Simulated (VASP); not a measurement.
TiAl, 2 atoms in the cell. It takes space group Pm-3m (No. 221, cubic). The conventional cell has a = 3.179 Å, b = 3.179 Å, c = 3.179 Å, α = 90.00°, β = 90.00°, γ = 90.00°. Within 3.6 Å of Ti (site symmetry m-3m) lie 8 Al at 2.75 Å and 6 Ti at 3.18 Å. Al (site symmetry m-3m) has 8 Ti at 2.75 Å and 6 Al at 3.18 Å within 3.6 Å. 

| Quantity | Value |
| --- | --- |
| Program | VASP 6.6.1 |
| Task | single point |
| Functional | PBEsol |
| Potentials or basis | VASP PAW PBE potentials, release 64 (Ti_sv, Al) |
| Cutoff | 520 eV |
| k mesh | 16 × 16 × 16 |
| Occupations | gaussian, width 0.15 eV |
| Spin | no spin polarisation |
| Dipole correction | no |
| Further INCAR settings | ALGO = Normal; EDIFF = 1e-06; NBANDS = 14 |

Potentials or basis: VASP PAW PBE potentials, release 64 (Ti_sv, Al).

Launch:

```console
$ cat potpaw_PBE.64/Ti_sv/POTCAR potpaw_PBE.64/Al/POTCAR > POTCAR
$ mpirun -np 1 vasp_std > vasp.out
```

Hardware: 1 thread of Intel(R) Xeon(R) 6975P-C (Granite Rapids), with other jobs on the host.

Question: Estimate the wall time of this run.

Answer: It took 32 s on 1 thread of Intel(R) Xeon(R) 6975P-C (Granite Rapids) (shared host), peak memory 0.19 GiB. Counts: scf iterations 12, k points 165.
